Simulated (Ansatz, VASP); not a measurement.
## One calculation of HfO2, two programs

```
Hf O
1.0
     3.24955    0.00000    0.00000
    -1.62478    2.81419    0.00000
     0.00000    0.00000    5.25385
Hf O
1 2
Direct
  0.00000 0.00000 0.00000
  0.33333 0.66667 0.18473
  0.66667 0.33333 0.81527
```

Change from the starting cell: volume scaled by 0.94, PAW files.

Alike in both runs: task single point; functional PBE; k mesh 13 × 13 × 7; occupations fermi-dirac, width 0.08 eV; no spin polarisation.

|  | VASP | Ansatz |
| --- | --- | --- |
| version | VASP 6.6.1 | Ansatz 0.2.0 |
| potentials or method | VASP PAW PBE potentials, release 64 (Hf_pv, O) | PAW with Ansatz's default frozen-core files, scalar-relativistic |
| plane-wave cutoff (eV) | 520 | 420 |
| valence electrons in the cell | 22 | 38 |

Ansatz gave:

* gap on the k mesh at the Fermi level (eV): 4.71
* pressure (GPa): 0.3
* traceless stress, the component that is largest in VASP (GPa): -0.02
* rms of the force components (eV/Å): 0.000

Task: Which values does VASP return?

Result: gap on the k mesh at the Fermi level (eV): 4.72; pressure (GPa): -1.8; traceless stress, the component that is largest in VASP (GPa): 0.73; rms of the force components (eV/Å): 0.093.

Atom by atom the forces differ by 0.094 eV/Å (rms over components). The functional is the same, so the differences come from potentials, cutoffs and numerics. VASP's potentials hold 22 valence electrons a cell and Ansatz's 38, so a difference there can come from the potentials and not from the codes.

Spin-orbit coupling is off throughout.
